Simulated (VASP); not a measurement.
Write the native input for VASP 6.6.1 that does the following.

```yaml
Task: single point
Functional: PBEsol
Potentials_or_basis: VASP PAW PBE potentials, release 64 (Te, Pb_d)
Cutoff: 520 eV
k_mesh: 6 × 6 × 6
Occupations: gaussian, width 0.1 eV
Spin: no spin polarisation
Dipole_correction: no
Further_INCAR_settings: ALGO = Normal; EDIFF = 1e-06; NBANDS = 17
```

The structure of TePb lies in POSCAR:

```
TePb
1.0
    0.0000000000      3.2708968051      3.2708968051
    3.2708968051      0.0000000000      3.2708968051
    3.2708968051      3.2708968051      0.0000000000
Te Pb
1 1
Direct
    0.0000000000      0.0000000000      0.0000000000
    0.5000000000      0.5000000000      0.5000000000
```

These files were run (other wordings do the same):

INCAR

```
SYSTEM = TePb
ALGO     = Normal         ! electronic algorithm
EDIFF    = 1E-6           ! SCF threshold, eV
ENCUT    = 520            ! plane-wave cutoff, eV
GGA      = PS             ! functional
ISIF     = 2              ! what is computed and relaxed
ISMEAR   = 0              ! smearing method
LASPH    = .TRUE.         ! aspherical terms in the spheres
LCHARG   = .FALSE.        ! write CHGCAR
LREAL    = .FALSE.        ! projectors in reciprocal space
LWAVE    = .FALSE.        ! write WAVECAR
NBANDS   = 17             ! bands
NELM     = 60             ! most SCF steps
PREC     = Accurate       ! precision mode
SIGMA    = 0.1            ! smearing width, eV
```

KPOINTS

```
k-points
0
G
  6 6 6
  0 0 0
```

Potentials or basis: VASP PAW PBE potentials, release 64 (Te, Pb_d).

Launch:

```console
$ cat potpaw_PBE.64/Te/POTCAR potpaw_PBE.64/Pb_d/POTCAR > POTCAR
$ mpirun -np 1 vasp_std > vasp.out
```

Results of the run:

```
Pressure               : -1.9 GPa
Band gap on the k mesh : 0.74 eV, direct
```

Caveat: the PAW data sets were made with another functional, which shifts forces and pressure a little; spin-orbit coupling is left out, which moves the levels of the heavy elements.

It took 24 s on 1 thread of Intel Xeon 6975P-C, on a shared host, peak memory 0.2 GiB.
